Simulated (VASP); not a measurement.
**CuO: single point with PBE**

The system is CuO.

```
CELL_PARAMETERS angstrom
0.00000 -2.11656 -2.03190
-2.11656 0.00000 -2.03190
2.11656 2.11656 -4.06380
ATOMIC_POSITIONS crystal
Cu 0.50000 0.50001 0.50000
Cu 0.00000 0.00001 0.00000
O 0.75000 0.74999 0.75000
O 0.25000 0.24999 0.25000
```

- Program: VASP 6.6.1
- Task: single point
- Functional: PBE
- Potentials or basis: VASP PAW PBE potentials, release 64 (Cu, O)
- Cutoff: 520 eV
- k mesh: 9 × 9 × 5
- Occupations: fermi-dirac, width 0.05 eV
- Spin: no spin polarisation
- Dipole correction: no
- Further INCAR settings: ALGO = Normal; EDIFF = 1e-06; NBANDS = 25

The pressure is 10.6 GPa and the band gap on the k mesh is zero (band 17 reaches 7.45 eV, above the bottom of band 18 at 6.46 eV).

Stress tensor (GPa, compression positive):
```
 9.14 -0.10  0.00
-0.10  9.14  0.00
 0.00  0.00 13.58
```

Levels at points of the mesh, in eV from the Fermi level:
```
           k point  band 13  band 14  band 15  band 16  band 17  band 18  band 19  band 20  band 21  band 22
(0.00, 0.00, 0.00)    -2.35    -1.97    -1.94    -1.49     0.62     0.88     1.62     5.75     9.97    13.51
```

Wall time 2.3 min on 1 thread of Intel(R) Xeon(R) Platinum 8259CL CPU @ 2.50GHz (Skylake/Cascade Lake), on a shared host, peak memory 0.27 GiB.

Caveat: semilocal functionals often make such compounds metallic where correlation or magnetic order opens a gap, which also shifts bond lengths. With open d or f shells a metallic result of PBE can be an artefact of self-interaction; +U or a hybrid may open a gap.
